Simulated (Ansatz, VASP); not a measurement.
**MgO: VASP beside Ansatz**

The input INCAR:

```
  PREC = Accurate
  ENCUT = 840
  EDIFF = 1E-6
  ISMEAR = 0
  SIGMA = 0.01
  LREAL = False
  LASPH = True
  NELM = 120
  ALGO = Normal
  ISIF = 2
  LWAVE = False
  LCHARG = False
  GGA = PE
  NBANDS = 15
  GGA_COMPAT = False
```

KPOINTS

```
regular mesh
0
Gamma
  11 11 11
```

POSCAR

```
MgO
1.0
    0.0000000000      2.1085000000      2.1085000000
    2.1085000000      0.0000000000      2.1085000000
    2.1085000000      2.1085000000      0.0000000000
Mg O
1 1
Direct
    0.0000000000      0.0000000000      0.0000000000
    0.5000000000      0.5000000000      0.5000000000
```

Input for Ansatz:

```yaml
crystal:
  lattice:
    bravais: fcc
    a: 4.217
  space_group: 225
  atoms:
    - { symbol: Mg, position: [0.0, 0.0, 0.0] }
    - { symbol: O, position: [0.5, 0.0, 0.0] }
  reduce_to_primitive: true
kpoints:
  mp_grid:
    grid: [11, 11, 11]
hamiltonian:
  xc: pbe
scf:
  occupations:
    method: fixed
output:
  stress: true
```

Alike in both runs: task single point; functional PBE; k mesh 11 × 11 × 11; no spin polarisation.

```csv
,VASP,Ansatz
version,VASP 6.6.1,Ansatz 0.2.0
potentials or method,"VASP PAW PBE potentials, release 64 (Mg_sv, O)","plane waves, PAW"
plane-wave cutoff (eV),840,420
occupations,"gaussian, width 0.01 eV",fixed
valence electrons in the cell,16,16
```

|  | VASP | Ansatz | Ansatz less VASP |
| --- | --- | --- | --- |
| pressure (GPa) | 4.2 | 4.1 | -0.09 |
